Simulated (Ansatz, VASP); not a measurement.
## Two plane-wave programs on Si2Ge

```xyz
3
Lattice="0.0000 3.0513 3.0513 3.0513 0.0000 3.0513 3.0513 3.0513 0.0000" Properties=species:S:1:pos:R:3 pbc="T T T"
Si    1.5256    1.5256    1.5256
Si    4.5769    4.5769    4.5769
Ge    0.0000    0.0000    0.0000
```

Alike in both runs: functional r2SCAN; k mesh 6 × 6 × 6; occupations gaussian, width 0.1 eV; no spin polarisation.

Ansatz relaxed the structure, and its values are those at the end. VASP's run is a single point on that final structure, the one shown.

```csv
,VASP,Ansatz
version,VASP 6.6.1,Ansatz 0.2.0
potentials or method,"VASP PAW PBE potentials, release 64 (Si, Ge_d), cutoff 520 eV","scalar-relativistic, plane waves, PAW"
valence electrons in the cell,22,22
```

Ansatz gave:

```
gap on the k mesh at the Fermi level (eV) : none
pressure (GPa)                            : 0.0
```

Question: Estimate VASP's values.

Answer: gap on the k mesh at the Fermi level (eV): none; pressure (GPa): -0.1.

VASP's potentials were made for PBE, not for r2SCAN. A gap of «none» marks a metal or a gap that the smearing closes. With one functional, cell and mesh, what is left measures potentials, basis and numerics.
